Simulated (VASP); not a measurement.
Set up this calculation in VASP 6.6.1, as the native input.

* Task: single point
* Functional: LDA
* Potentials or basis: VASP PAW LDA potentials, release 64 (Ti_sv, Al)
* Cutoff: 520 eV
* k mesh: 16 × 16 × 16
* Occupations: gaussian, width 0.15 eV
* Spin: no spin polarisation
* Dipole correction: no
* Further INCAR settings: ALGO = Fast; EDIFF = 1e-07; NBANDS = 14

The structure of TiAl lies in POSCAR:

```
TiAl
1.0
    3.0357133537      0.0000000000      0.0000000000
    0.0000000000      3.0357133537      0.0000000000
    0.0000000000      0.0000000000      3.2093561575
Ti Al
1 1
Direct
    0.0000000000      0.0000000000      0.0000000000
    0.5000000000      0.5000000000      0.5000000000
```

The input as run:

INCAR

```
SYSTEM = TiAl
PREC     = Accurate       ! precision mode
ENCUT    = 520            ! plane-wave cutoff, eV
EDIFF    = 1E-7           ! SCF threshold, eV
ISMEAR   = 0              ! smearing method
SIGMA    = 0.15           ! smearing width, eV
LREAL    = .FALSE.        ! projectors in reciprocal space
LASPH    = .TRUE.         ! aspherical terms in the spheres
NELM     = 60             ! most SCF steps
ALGO     = Fast           ! electronic algorithm
ISIF     = 2              ! what is computed and relaxed
LWAVE    = .FALSE.        ! write WAVECAR
LCHARG   = .FALSE.        ! write CHGCAR
NBANDS   = 14             ! bands
```

KPOINTS

```
regular mesh
0
G
  16 16 16
  0 0 0
```

Potentials or basis: VASP PAW LDA potentials, release 64 (Ti_sv, Al).

Run with:

```sh
$ cat potpaw_LDA.64/Ti_sv/POTCAR potpaw_LDA.64/Al/POTCAR > POTCAR
$ mpirun -np 1 vasp_std > vasp.out
```

It gave:

| Quantity | Value |
| --- | --- |
| Pressure | 4.3 GPa |
| Band gap on the k mesh | zero (an odd number of electrons rules out a gap without spin polarisation) |

Caveat: the cell stands under pressure.

Wall time 2.7 min on 1 thread of AMD EPYC 9R45 96-Core Processor (Zen 5) (shared host), peak memory 0.24 GiB.
